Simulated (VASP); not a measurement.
The system is CdRu2.

```
Cd Ru
1.0
     0.00000    3.68962    3.68962
     3.68962    0.00000    3.68962
     3.68962    3.68962    0.00000
Cd Ru
2 4
Cartesian
  0.0000 0.0000 0.0000
  1.8448 1.8448 1.8448
  4.6120 4.6120 4.6120
  4.6120 2.7672 2.7672
  2.7672 2.7672 4.6120
  2.7672 4.6120 2.7672
```

```yaml
Program: VASP 6.6.1
Task: relaxation of cell and atoms
Functional: r2SCAN
Potentials_or_basis: VASP PAW PBE potentials, release 64 (Cd, Ru_pv)
Cutoff: 600 eV
k_mesh: 4 × 4 × 4
Occupations: gaussian, width 0.1 eV
Spin: no spin polarisation
```

At the start: pressure -6.1 GPa; volume 16.74 Å³/atom.

**Question.** How do energy, volume and symmetry change on relaxing?

**Answer.** Over 3 steps the energy falls by 11.1 meV/atom and the volume is 16.19 Å³/atom (-3.3 %); space group Fd-3m (No. 227, to 0.05 Å).

The path:
```csv
step,energy change (eV),largest force (eV/Å),pressure (GPa),volume (Å³)
1,0.0000,0.0000,-6.12,100.46
2,0.1581,0.0000,13.53,91.44
3,-0.0666,0.0000,-0.11,97.15
```

Final structure:
```
Cd Ru
1.0
     0.00000    3.64865    3.64865
     3.64865    0.00000    3.64865
     3.64865    3.64865    0.00000
Cd Ru
2 4
Cartesian
  0.0000 0.0000 0.0000
  1.8243 1.8243 1.8243
  4.5608 4.5608 4.5608
  4.5608 2.7365 2.7365
  2.7365 2.7365 4.5608
  2.7365 4.5608 2.7365
```

Caveat: the k points lie up to 0.37 Å⁻¹ apart in the final cell; the PAW data sets were made with another functional, which shifts forces and pressure a little.
